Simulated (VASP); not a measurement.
# TiC (I4mm) in VASP: further runs, part 2 of 2

VASP 6.6.1. Earlier steps stand in the parts before.

## 4. Single point, PBEsol

The input, INCAR:

```
SYSTEM = TiC
PREC     = Accurate       ! precision mode
ENCUT    = 520            ! plane-wave cutoff, eV
EDIFF    = 1E-7           ! SCF threshold, eV
ISMEAR   = 0              ! smearing method
SIGMA    = 0.15           ! smearing width, eV
LREAL    = .False.        ! projectors in reciprocal space
LASPH    = .True.         ! aspherical terms in the spheres
NELM     = 100            ! most SCF steps
ALGO     = Normal         ! electronic algorithm
ISIF     = 2              ! what is computed and relaxed
LWAVE    = .False.        ! write WAVECAR
LCHARG   = .False.        ! write CHGCAR
GGA      = PS             ! functional
NBANDS   = 15             ! bands
```

The input, KPOINTS:

```
Automatic mesh
0
Gamma
  18 18 18
  0 0 0
```

The input, POSCAR:

```
TiC
1.0
    0.0000000000      2.1640000000      2.1640000000
    2.1640000000      0.0000000000      2.1640000000
    2.1640000000      2.1640000000      0.0000000000
Ti C
1 1
Direct
   -0.0057763401     -0.0057763401      0.0057763401
    0.5000000000      0.5000000000      0.5000000000
```

Potentials or basis: VASP PAW PBE potentials, release 64 (Ti_sv, C).

On the command line:

```sh
cat potpaw_PBE.64/Ti_sv/POTCAR potpaw_PBE.64/C/POTCAR > POTCAR
mpirun -np 1 vasp_std > vasp.out
```

OUTCAR:

```text
SYSTEM = TiC
   PREC = Accurate
   ENCUT = 520
   EDIFF = 1E-7
   ISMEAR = 0
   LREAL = .False.
   LASPH = .True.
   NELM = 100
   ISIF = 2
   GGA = PS

 ion  position               nearest neighbor table
   1  0.994  0.994  0.006-   2 2.14   2 2.16   2 2.16   2 2.16   2 2.16   2 2.19
   2  0.500  0.500  0.500-   1 2.14   1 2.16   1 2.16   1 2.16   1 2.16   1 2.19

  LATTYP: Found a face centered cubic cell.
 ALAT       =     4.3280000000

  Lattice vectors:

 A1 = (   0.0000000000,   2.1640000000,   2.1640000000)
 A2 = (   2.1640000000,   0.0000000000,   2.1640000000)
 A3 = (   2.1640000000,   2.1640000000,   0.0000000000)

Analysis of symmetry for initial positions (statically):
=====================================================================
 Subroutine PRICEL returns:
 Original cell was already a primitive cell.

 Routine SETGRP: Setting up the symmetry group for a
 face centered cubic supercell.

 Subroutine GETGRP returns: Found  8 space group operations
 (whereof  8 operations were pure point group operations)
 out of a pool of 48 trial point group operations.

The static configuration has the point symmetry C_4v.

Analysis of symmetry for dynamics (positions and initial velocities):
=====================================================================
 Subroutine PRICEL returns:
 Original cell was already a primitive cell.

 Routine SETGRP: Setting up the symmetry group for a
 face centered cubic supercell.

 Subroutine GETGRP returns: Found  8 space group operations
 (whereof  8 operations were pure point group operations)
 out of a pool of 48 trial point group operations.

The dynamic configuration has the point symmetry C_4v.

 Subroutine INISYM returns: Found  8 space group operations
 (whereof  8 operations are pure point group operations),
 and found     1 'primitive' translations

----------------------------------------------------------------------------------------

                                     Primitive cell

  volume of cell :      20.2676

  direct lattice vectors                    reciprocal lattice vectors
     0.000000000  2.164000000  2.164000000    -0.231053604  0.231053604  0.231053604
     2.164000000  0.000000000  2.164000000     0.231053604 -0.231053604  0.231053604
     2.164000000  2.164000000  0.000000000     0.231053604  0.231053604 -0.231053604

  length of vectors
     3.060358149  3.060358149  3.060358149     0.400196582  0.400196582  0.400196582

  position of ions in fractional coordinates (direct lattice)
     0.994223660  0.994223660  0.005776340
     0.500000000  0.500000000  0.500000000

  ion indices of the primitive-cell ions
   primitive index   ion index
                 1           1
                 2           2

----------------------------------------------------------------------------------------

 KPOINTS: Automatic mesh

Automatic generation of k-mesh.
 Grid dimensions read from file:
 generate k-points for:   18   18   18

 Generating k-lattice:

  Cartesian coordinates                     Fractional coordinates (reciprocal lattice)
    -0.012836311  0.012836311  0.012836311     0.055555556  0.000000000  0.000000000
     0.012836311 -0.012836311  0.012836311     0.000000000  0.055555556  0.000000000
     0.012836311  0.012836311 -0.012836311     0.000000000  0.000000000  0.055555556

  Length of vectors
     0.022233143  0.022233143  0.022233143

  Shift w.r.t. Gamma in fractional coordinates (k-lattice)
     0.000000000  0.000000000  0.000000000
[... 37 lines left out ...]
   dimension x,y,z NGXF=    48 NGYF=   48 NGZF=   48
   ions per type =               1   1
   NGX,Y,Z   is equivalent  to a cutoff of  13.04, 13.04, 13.04 a.u.
   NGXF,Y,Z  is equivalent  to a cutoff of  26.07, 26.07, 26.07 a.u.
 SYSTEM =  TiC
   PREC   = accura    normal or accurate (medium, high low for compatibility)
   ISTART =      0    job   : 0-new  1-cont  2-samecut
   ICHARG =      2    charge: 1-file 2-atom 10-const
   ISPIN  =      1    spin polarized calculation?
   LNONCOLLINEAR =      F non collinear calculations
   LSORBIT =      F    spin-orbit coupling
   LASPH  =      T    aspherical Exc in radial PAW
   ENCUT  =  520.0 eV  38.22 Ry    6.18 a.u.   5.69  5.69  5.69*2*pi/ulx,y,z
   NELM   =    100;   NELMIN=  2; NELMDL= -5     # of ELM steps
   EDIFF  = 0.1E-06   stopping-criterion for ELM
   LREAL  =      F    real-space projection
   EDIFFG = 0.1E-05   stopping-criterion for IOM
   NSW    =      0    number of steps for IOM
   IBRION =     -1    ionic relax: 0-MD 1-quasi-New 2-CG
   NFREE  =      0    steps in history (QN), initial steepest desc. (CG)
   ISIF   =      2    stress and relaxation
   ISYM   =      2    0-nonsym 1-usesym 2-fastsym
   POTIM  = 0.5000    time-step for ionic-motion
   TEBEG  =    0.0;   TEEND  =   0.0 temperature during run
   PSTRESS=    0.0 pullay stress
   NELECT =      16.0000    total number of electrons
   NUPDOWN=      -1.0000    fix difference up-down
   EMIN   =  10.00;   EMAX   =-10.00  energy-range for DOS
   EFERMI =   0.00;   METHOD = LEGACY
   ISMEAR =     0;   SIGMA  =   0.15  broadening in eV -4-tet -1-fermi 0-gaus
   EFERMI_NEDOS =   21; number of points for ismear=-14 and -15
   IALGO  =     38    algorithm
   IMIX   =      4    mixing-type and parameters
     AMIX     =   0.40;   BMIX     =  1.00
     AMIX_MAG =   1.60;   BMIX_MAG =  1.00
  volume/ion in A,a.u.               =      10.13        68.39
  Fermi-wavevector in a.u.,A,eV,Ry     =   1.513030  2.859212 31.147275  2.289260
  Thomas-Fermi vector in A             =   2.622876
   LORBIT       =      0    0 simple, 1 ext, 2 COOP (PROOUT), +10 PAW based schemes
   GGA     = PS    functional components
   LHFCALC =     F    Hartree Fock is set to
   AEXX    =    0.0000 exact exchange contribution
   IVDW    =     0    specifies the selected vdW correction
   LEPSILON=     F    determine dielectric tensor
   LRPA    =     F    only Hartree local field effects (RPA)
 non-spin polarized calculation
 Gauss-broadening in eV      SIGMA  =   0.15
  energy-cutoff  :      520.00
  volume of cell :       20.27
 maximum number of plane-waves:       568
   NGX = 11   NGY = 11   NGZ = 11

 number of electron      16.0000001 magnetization

 Free energy of the ion-electron system (eV)
  ---------------------------------------------------
  ext. energy  EPLUGINS =         0.00000000
  ---------------------------------------------------
  free energy    TOTEN  =       -19.79242796 eV

  energy without entropy =      -19.78896822  energy(sigma->0) =      -19.79069809

 E-fermi :   9.3309     XC(G=0): -12.8722

 val. band max:        9.3300132360   @ k =   0.4444   0.3889   0.0000
 cond. band min:       9.3383033115   @ k =   0.0000   0.4444   0.3889
 fundamental gap:      0.0082900755
 Fermi energy:         9.3309246248

 k-point     1 :       0.0000    0.0000    0.0000
  band No.  band energies     occupation
      1     -46.9939      2.00000
      2     -23.1193      2.00000
      3     -23.1193      2.00000
      4     -23.1191      2.00000
      5      -3.0490      2.00000
      6       9.9713      0.00000
      7       9.9713      0.00000
      8       9.9937      0.00000
      9      10.8300      0.00000
     10      11.0602      0.00000
     11      11.0605      0.00000
     12      11.0605      0.00000
     13      11.2718      0.00000
     14      19.8372      0.00000
[... 401 lines left out ...]
      2     -23.5498      2.00000
      3     -23.1705      2.00000
      4     -23.1646      2.00000
      5      -0.4381      2.00000
      6       4.6348      2.00000
      7       6.6693      2.00000
      8       6.8730      2.00000
      9      11.6229      0.00000
     10      12.0187      0.00000
     11      12.9406      0.00000
     12      16.4014      0.00000
     13      17.0186      0.00000
     14      18.9197      0.00000
     15      24.8410      0.00000

 [... further k-points ...]

------------------------ aborting loop because EDIFF is reached ----------------------------------------

  FORCE on cell =-STRESS in cart. coord.  units (eV):
  Direction    XX          YY          ZZ          XY          YZ          ZX
  --------------------------------------------------------------------------------------
  -------------------------------------------------------------------------------------
  Total       -0.7447362     -0.7447362     -0.7231523      0.0000000     -0.0000000      0.0000000
  in kB      -58.8723417    -58.8723417    -57.1661013      0.0000000     -0.0000000      0.0000000
  external PRESSURE =     -58.3035949 kB  Pullay stress =       0.0000000 kB

 VOLUME and BASIS-vectors are now :
 -----------------------------------------------------------------------------
  energy-cutoff  :      520.00
  volume of cell :       20.27
      direct lattice vectors                 reciprocal lattice vectors
     0.000000000  2.164000000  2.164000000    -0.231053604  0.231053604  0.231053604
     2.164000000  0.000000000  2.164000000     0.231053604 -0.231053604  0.231053604
     2.164000000  2.164000000  0.000000000     0.231053604  0.231053604 -0.231053604

 POSITION                                       TOTAL-FORCE (eV/Angst)
 -----------------------------------------------------------------------------------
      2.16400      2.16400      4.30300         0.000000      0.000000      0.235003
      2.16400      2.16400      2.16400         0.000000      0.000000     -0.235003
 -----------------------------------------------------------------------------------
    total drift:                                0.000000      0.000000     -0.000094

  FREE ENERGIE OF THE ION-ELECTRON SYSTEM (eV)
  ---------------------------------------------------
  free  energy   TOTEN  =       -19.7924279574 eV

  energy  without entropy=      -19.7889682159  energy(sigma->0) =      -19.79069809
```

Wall time 1.8 min (1 thread of AMD EPYC 7R13 (Zen 3), shared host); peak memory 0.23 GiB.

Results:

```yaml
Free_energy: -19.7924 eV
Pressure: -5.8 GPa
Largest_force: 0.235 eV/Å
Band_gap_on_the_k_mesh: zero (bands 8 and 9 overlap by 1.08 eV)
```

Forces on the atoms (eV/Å):
```
Ti   0.000  0.000  0.235
C    0.000  0.000 -0.235
```

Levels at points of the mesh, in eV from the Fermi level:
| k point | band 4 | band 5 | band 6 | band 7 | band 8 | band 9 | band 10 | band 11 | band 12 | band 13 |
| --- | --- | --- | --- | --- | --- | --- | --- | --- | --- | --- |
| (0.00, 0.00, 0.00) | -32.45 | -12.38 | 0.64 | 0.64 | 0.66 | 1.50 | 1.73 | 1.73 | 1.73 | 1.94 |
| (0.50, 0.00, 0.00) | -32.50 | -8.85 | -5.89 | -2.90 | -2.90 | 2.93 | 2.93 | 4.12 | 8.03 | 8.23 |
| (0.50, 0.50, 0.00) | -32.62 | -10.07 | -3.44 | -1.68 | -0.02 | -0.02 | 2.74 | 3.53 | 3.53 | 5.87 |
| (0.00, 0.50, 0.50) | -32.62 | -10.07 | -3.45 | -1.70 | -0.03 | 0.00 | 2.75 | 3.53 | 3.53 | 5.88 |

Caveat: the cell differs from its parent crystal (all Ti atoms moved +0.025 Å, as atom 1 towards its neighbour atom 2 (C) at 2.164 Å); the cell stands under tension; the PAW data sets were made with another functional, which shifts forces and pressure a little.

## 5. Overview

| cell | gap on the mesh (eV) | pressure (GPa) | largest force (eV/Å) |
| --- | --- | --- | --- |
| as given, atomic positions A | none | -4.7 | 0.91 |
| as given, atomic positions B | none | -5.6 | 0.47 |
| as given, atomic positions C | none | -5.8 | 0.24 |

Alike in all rows: task single point; level PBEsol; potentials or basis VASP PAW PBE potentials, release 64 (Ti_sv, C); no spin polarisation; k mesh 18 × 18 × 18; cutoff (eV) 520; smearing gaussian 0.15 eV.

Caveats: the cell stands under tension; the PAW data sets were made with another functional, which shifts forces and pressure a little.

Total energies depend on the potentials used, so only differences within one code and one set of settings carry meaning.
